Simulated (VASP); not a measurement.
# SnSe (Fm-3m) in VASP: further runs

Aim: see how the results for SnSe move with the level of theory and the settings. Levels: PBE, revPBE+D3(BJ). Tasks: single point.

Program: VASP 6.6.1. These are calculated values, not measurements. Logs are shortened: lines on timing, memory, paths and dates and some standing lists are left out, and cuts for length are marked.

## (1) The cell of the first run

The structure is cubic, space group Fm-3m (No. 225). Conventional cell: a = 6.020 Å, b = 6.020 Å, c = 6.020 Å, α = 90.00°, β = 90.00°, γ = 90.00°. Within 4.0 Å of Sn (site symmetry m-3m) lie 6 Se at 3.01 Å. Within 4.0 Å of Se (site symmetry m-3m) lie 6 Sn at 3.01 Å.

## (2) Single point, PBE

INCAR reads:

```
SYSTEM = SnSe
PREC     = Accurate       ! precision mode
ENCUT    = 500            ! plane-wave cutoff, eV
EDIFF    = 1E-6           ! SCF threshold, eV
ISMEAR   = 0              ! smearing method
SIGMA    = 0.05           ! smearing width, eV
LREAL    = .False.        ! projectors in reciprocal space
LASPH    = .True.         ! aspherical terms in the spheres
NELM     = 120            ! most SCF steps
ALGO     = Normal         ! electronic algorithm
ISIF     = 2              ! what is computed and relaxed
LWAVE    = .False.        ! write WAVECAR
LCHARG   = .False.        ! write CHGCAR
GGA      = PE             ! functional
NBANDS   = 17             ! bands
GGA_COMPAT= .False.
```

KPOINTS reads:

```
regular mesh
0
Gamma
  8 8 8
  0 0 0
```

POSCAR reads:

```
SnSe
1.0
    0.0000000000      3.0099999632      3.0099999632
    3.0099999632      0.0000000000      3.0099999632
    3.0099999632      3.0099999632      0.0000000000
Sn Se
1 1
Direct
    0.0000000000      0.0000000000      0.0000000000
    0.5000000000      0.5000000000      0.5000000000
```

Potentials or basis: VASP PAW PBE potentials, release 64 (Sn_d, Se).

Started as:

```
$ cat potpaw_PBE.64/Sn_d/POTCAR potpaw_PBE.64/Se/POTCAR > POTCAR
$ mpirun -np 1 vasp_std > vasp.out
```

OUTCAR:

```text
SYSTEM = SnSe
   PREC = Accurate
   ENCUT = 500
   EDIFF = 1E-6
   ISMEAR = 0
   LREAL = .False.
   LASPH = .True.
   NELM = 120
   ISIF = 2
   GGA = PE

 ion  position               nearest neighbor table
   1  0.000  0.000  0.000-   2 3.01   2 3.01   2 3.01   2 3.01   2 3.01   2 3.01
   2  0.500  0.500  0.500-   1 3.01   1 3.01   1 3.01   1 3.01   1 3.01   1 3.01

  LATTYP: Found a face centered cubic cell.
 ALAT       =     6.0199999264

  Lattice vectors:

 A1 = (   0.0000000000,   3.0099999632,   3.0099999632)
 A2 = (   3.0099999632,   0.0000000000,   3.0099999632)
 A3 = (   3.0099999632,   3.0099999632,   0.0000000000)

Analysis of symmetry for initial positions (statically):
=====================================================================
 Subroutine PRICEL returns:
 Original cell was already a primitive cell.

 Routine SETGRP: Setting up the symmetry group for a
 face centered cubic supercell.

 Subroutine GETGRP returns: Found 48 space group operations
 (whereof 48 operations were pure point group operations)
 out of a pool of 48 trial point group operations.

The static configuration has the point symmetry O_h .

Analysis of symmetry for dynamics (positions and initial velocities):
=====================================================================
 Subroutine PRICEL returns:
 Original cell was already a primitive cell.

 Routine SETGRP: Setting up the symmetry group for a
 face centered cubic supercell.

 Subroutine GETGRP returns: Found 48 space group operations
 (whereof 48 operations were pure point group operations)
 out of a pool of 48 trial point group operations.

The dynamic configuration has the point symmetry O_h .

 Subroutine INISYM returns: Found 48 space group operations
 (whereof 48 operations are pure point group operations),
 and found     1 'primitive' translations

----------------------------------------------------------------------------------------

                                     Primitive cell

  volume of cell :      54.5418

  direct lattice vectors                    reciprocal lattice vectors
     0.000000000  3.009999963  3.009999963    -0.166112959  0.166112959  0.166112959
     3.009999963  0.000000000  3.009999963     0.166112959 -0.166112959  0.166112959
     3.009999963  3.009999963  0.000000000     0.166112959  0.166112959 -0.166112959

  length of vectors
     4.256782771  4.256782771  4.256782771     0.287716085  0.287716085  0.287716085

  position of ions in fractional coordinates (direct lattice)
     0.000000000  0.000000000  0.000000000
     0.500000000  0.500000000  0.500000000

  ion indices of the primitive-cell ions
   primitive index   ion index
                 1           1
                 2           2

----------------------------------------------------------------------------------------

 KPOINTS: regular mesh

Automatic generation of k-mesh.
 Grid dimensions read from file:
 generate k-points for:    8    8    8

 Generating k-lattice:

  Cartesian coordinates                     Fractional coordinates (reciprocal lattice)
    -0.020764120  0.020764120  0.020764120     0.125000000  0.000000000  0.000000000
     0.020764120 -0.020764120  0.020764120     0.000000000  0.125000000  0.000000000
     0.020764120  0.020764120 -0.020764120     0.000000000  0.000000000  0.125000000

  Length of vectors
     0.035964511  0.035964511  0.035964511

  Shift w.r.t. Gamma in fractional coordinates (k-lattice)
     0.000000000  0.000000000  0.000000000

 Subroutine IBZKPT returns following result:
 ===========================================

 Found     29 irreducible k-points:

 Following reciprocal coordinates:
            Coordinates               Weight
  0.000000  0.000000  0.000000      1.000000
  0.125000  0.000000  0.000000      8.000000
  0.250000  0.000000  0.000000      8.000000
  0.375000  0.000000  0.000000      8.000000
  0.500000  0.000000  0.000000      4.000000
  0.125000  0.125000  0.000000      6.000000
[... 16 lines left out ...]
  0.500000  0.250000  0.125000     48.000000
 -0.375000  0.250000  0.125000     24.000000
 [... further k-points ...]
   k-points           NKPTS =     29   k-points in BZ     NKDIM =     29   number of bands    NBANDS=     17
   number of dos      NEDOS =    301   number of ions     NIONS =      2
   total plane-waves  NPLWV =  32768
   dimension x,y,z NGX =    32 NGY =   32 NGZ =   32
   dimension x,y,z NGXF=    64 NGYF=   64 NGZF=   64
   ions per type =               1   1
   NGX,Y,Z   is equivalent  to a cutoff of  12.50, 12.50, 12.50 a.u.
   NGXF,Y,Z  is equivalent  to a cutoff of  24.99, 24.99, 24.99 a.u.
 SYSTEM =  SnSe
   PREC   = accura    normal or accurate (medium, high low for compatibility)
   ISTART =      0    job   : 0-new  1-cont  2-samecut
   ICHARG =      2    charge: 1-file 2-atom 10-const
   ISPIN  =      1    spin polarized calculation?
   LNONCOLLINEAR =      F non collinear calculations
   LSORBIT =      F    spin-orbit coupling
   LASPH  =      T    aspherical Exc in radial PAW
   ENCUT  =  500.0 eV  36.75 Ry    6.06 a.u.   7.76  7.76  7.76*2*pi/ulx,y,z
   NELM   =    120;   NELMIN=  2; NELMDL= -5     # of ELM steps
   EDIFF  = 0.1E-05   stopping-criterion for ELM
   LREAL  =      F    real-space projection
   EDIFFG = 0.1E-04   stopping-criterion for IOM
   NSW    =      0    number of steps for IOM
   IBRION =     -1    ionic relax: 0-MD 1-quasi-New 2-CG
   NFREE  =      0    steps in history (QN), initial steepest desc. (CG)
   ISIF   =      2    stress and relaxation
   ISYM   =      2    0-nonsym 1-usesym 2-fastsym
   POTIM  = 0.5000    time-step for ionic-motion
   TEBEG  =    0.0;   TEEND  =   0.0 temperature during run
   PSTRESS=    0.0 pullay stress
   NELECT =      20.0000    total number of electrons
   NUPDOWN=      -1.0000    fix difference up-down
   EMIN   =  10.00;   EMAX   =-10.00  energy-range for DOS
   EFERMI =   0.00;   METHOD = LEGACY
   ISMEAR =     0;   SIGMA  =   0.05  broadening in eV -4-tet -1-fermi 0-gaus
   EFERMI_NEDOS =   21; number of points for ismear=-14 and -15
   IALGO  =     38    algorithm
   IMIX   =      4    mixing-type and parameters
     AMIX     =   0.40;   BMIX     =  1.00
     AMIX_MAG =   1.60;   BMIX_MAG =  1.00
  volume/ion in A,a.u.               =      27.27       184.03
  Fermi-wavevector in a.u.,A,eV,Ry     =   1.171768  2.214321 18.681350  1.373041
  Thomas-Fermi vector in A             =   2.308207
   LORBIT       =      0    0 simple, 1 ext, 2 COOP (PROOUT), +10 PAW based schemes
   GGA     = PE    functional components
   LHFCALC =     F    Hartree Fock is set to
   AEXX    =    0.0000 exact exchange contribution
   IVDW    =     0    specifies the selected vdW correction
   LEPSILON=     F    determine dielectric tensor
   LRPA    =     F    only Hartree local field effects (RPA)
 non-spin polarized calculation
 Gauss-broadening in eV      SIGMA  =   0.05
  energy-cutoff  :      500.00
  volume of cell :       54.54
 maximum number of plane-waves:      1411
   NGX = 15   NGY = 15   NGZ = 15

 number of electron      20.0000005 magnetization

 Free energy of the ion-electron system (eV)
  ---------------------------------------------------
  ext. energy  EPLUGINS =         0.00000000
  ---------------------------------------------------
  free energy    TOTEN  =        -8.21893910 eV

  energy without entropy =       -8.21893910  energy(sigma->0) =       -8.21893910

 E-fermi :   5.8441     XC(G=0):  -9.5996

 val. band max:        5.5841022788   @ k =   0.5000   0.0000   0.0000
 cond. band min:       6.1661347659   @ k =   0.5000   0.0000   0.0000
 fundamental gap:      0.5820324871
 Fermi energy:         5.8440801089

 k-point     1 :       0.0000    0.0000    0.0000
  band No.  band energies     occupation
      1     -16.0187      2.00000
      2     -16.0187      2.00000
      3     -16.0187      2.00000
      4     -16.0165      2.00000
      5     -16.0165      2.00000
      6      -8.2797      2.00000
[... 9 lines left out ...]
     16      11.4535      0.00000
     17      13.7426      0.00000

 k-point     2 :       0.1250    0.0000    0.0000
  band No.  band energies     occupation
      1     -16.0184      2.00000
      2     -16.0184      2.00000
      3     -16.0183      2.00000
      4     -16.0160      2.00000
      5     -16.0160      2.00000
      6      -8.1706      2.00000
[... 9 lines left out ...]
     16      11.8228      0.00000
     17      14.7675      0.00000

 k-point     3 :       0.2500    0.0000    0.0000
  band No.  band energies     occupation
      1     -16.0209      2.00000
      2     -16.0209      2.00000
      3     -16.0174      2.00000
      4     -16.0117      2.00000
      5     -16.0117      2.00000
      6      -7.8769      2.00000
[... 9 lines left out ...]
     16      12.7815      0.00000
     17      16.9132      0.00000

 k-point     4 :       0.3750    0.0000    0.0000
  band No.  band energies     occupation
      1     -16.0237      2.00000
      2     -16.0237      2.00000
      3     -16.0166      2.00000
      4     -16.0072      2.00000
      5     -16.0072      2.00000
      6      -7.5223      2.00000
[... 9 lines left out ...]
     16      14.2552      0.00000
     17      17.0149      0.00000
[... 343 lines left out ...]
      1     -16.0264      2.00000
      2     -16.0192      2.00000
      3     -16.0172      2.00000
      4     -16.0103      2.00000
      5     -16.0081      2.00000
      6      -7.6432      2.00000
[... 9 lines left out ...]
     16      15.0118      0.00000
     17      15.1746      0.00000

 k-point    23 :       0.5000    0.2500    0.1250
  band No.  band energies     occupation
      1     -16.0290      2.00000
      2     -16.0191      2.00000
      3     -16.0163      2.00000
      4     -16.0085      2.00000
      5     -16.0059      2.00000
      6      -7.3433      2.00000
[... 9 lines left out ...]
     16      15.2731      0.00000
     17      16.6698      0.00000

 k-point    24 :      -0.3750    0.2500    0.1250
  band No.  band energies     occupation
      1     -16.0299      2.00000
      2     -16.0201      2.00000
      3     -16.0135      2.00000
      4     -16.0097      2.00000
      5     -16.0046      2.00000
      6      -7.2022      2.00000
[... 9 lines left out ...]
     16      16.3816      0.00000
     17      16.4646      0.00000

 [... further k-points ...]

------------------------ aborting loop because EDIFF is reached ----------------------------------------

  FORCE on cell =-STRESS in cart. coord.  units (eV):
  Direction    XX          YY          ZZ          XY          YZ          ZX
  --------------------------------------------------------------------------------------
  -------------------------------------------------------------------------------------
  Total        0.3101768      0.3101768      0.3101768      0.0000000      0.0000000     -0.0000000
  in kB        9.1115125      9.1115125      9.1115125      0.0000000      0.0000000     -0.0000000
  external PRESSURE =       9.1115125 kB  Pullay stress =       0.0000000 kB

 VOLUME and BASIS-vectors are now :
 -----------------------------------------------------------------------------
  energy-cutoff  :      500.00
  volume of cell :       54.54
      direct lattice vectors                 reciprocal lattice vectors
     0.000000000  3.009999963  3.009999963    -0.166112959  0.166112959  0.166112959
     3.009999963  0.000000000  3.009999963     0.166112959 -0.166112959  0.166112959
     3.009999963  3.009999963  0.000000000     0.166112959  0.166112959 -0.166112959

 POSITION                                       TOTAL-FORCE (eV/Angst)
 -----------------------------------------------------------------------------------
      0.00000      0.00000      0.00000         0.000000     -0.000000      0.000000
      3.01000      3.01000      3.01000        -0.000000      0.000000     -0.000000
 -----------------------------------------------------------------------------------
    total drift:                                0.000000     -0.000000     -0.000000

  FREE ENERGIE OF THE ION-ELECTRON SYSTEM (eV)
  ---------------------------------------------------
  free  energy   TOTEN  =        -8.2189390958 eV

  energy  without entropy=       -8.2189390958  energy(sigma->0) =       -8.21893910
```

Run time: 17 s. Hardware: 1 thread of Intel Xeon Platinum 8259CL at 2.50GHz (Skylake/Cascade Lake), shared host; peak memory 0.18 GiB.

Results:

```
Free energy            : -8.2189 eV
Pressure               : 0.9 GPa
Band gap on the k mesh : 0.58 eV
```

Levels at points of the mesh, in eV from the valence-band top:
```csv
k point,band 7,band 8,band 9,band 10,band 11,band 12,band 13,band 14
"(0.00, 0.00, 0.00)",-5.06,-2.19,-2.19,-2.19,4.32,4.32,4.32,5.87
"(0.50, 0.00, 0.00)",-8.04,-1.94,-1.94,0.00,0.58,1.25,1.25,8.25
"(0.50, 0.50, 0.00)",-6.00,-5.46,-3.63,-3.63,3.03,5.35,5.35,5.97
```

Caveat: spin-orbit coupling is left out, which moves the levels of the heavy elements. A k mesh can miss the band edges.

## (3) Single point, revPBE+D3(BJ)

INCAR reads:

```
ALGO     = Normal         # electronic algorithm
EDIFF    = 1E-6           # SCF threshold, eV
ENCUT    = 500            # plane-wave cutoff, eV
GGA      = RE             # functional
GGA_COMPAT= False        
ISIF     = 2              # what is computed and relaxed
ISMEAR   = 0              # smearing method
IVDW     = 12             # dispersion correction
LASPH    = True           # aspherical terms in the spheres
LCHARG   = False          # write CHGCAR
LREAL    = False          # projectors in reciprocal space
LWAVE    = False          # write WAVECAR
NBANDS   = 17             # bands
NELM     = 120            # most SCF steps
PREC     = Accurate       # precision mode
SIGMA    = 0.05           # smearing width, eV
```

KPOINTS reads:

```
k-points
0
Gamma
  8 8 8
```

POSCAR is that of step 2.

Potentials or basis: VASP PAW PBE potentials, release 64 (Sn_d, Se).

Started as:

```
$ cat potpaw_PBE.64/Sn_d/POTCAR potpaw_PBE.64/Se/POTCAR > POTCAR
$ mpirun -np 1 vasp_std > vasp.out
```

Wall time 17 s (1 thread of Intel Xeon Platinum 8259CL at 2.50GHz (Skylake/Cascade Lake), shared host); peak memory 0.19 GiB.

It converged, with:

```
Free energy                : -8.9442 eV
Pressure                   : -2.0 GPa
Band gap on the k mesh     : 0.55 eV
Dispersion energy per atom : -0.670 eV
```

Levels at points of the mesh, in eV from the valence-band top:
```tsv
k point	band 7	band 8	band 9	band 10	band 11	band 12	band 13	band 14
(0.00, 0.00, 0.00)	-5.06	-2.24	-2.24	-2.24	4.31	4.31	4.31	5.83
(0.50, 0.00, 0.00)	-8.07	-2.00	-2.00	0.00	0.55	1.23	1.23	8.27
(0.50, 0.50, 0.00)	-6.01	-5.50	-3.68	-3.68	3.02	5.33	5.33	5.96
```

Caveat: the PAW data sets were made with another functional, which shifts forces and pressure a little; spin-orbit coupling is left out, which moves the levels of the heavy elements. A k mesh can miss the band edges.

(Continued in part 2 of 2.)
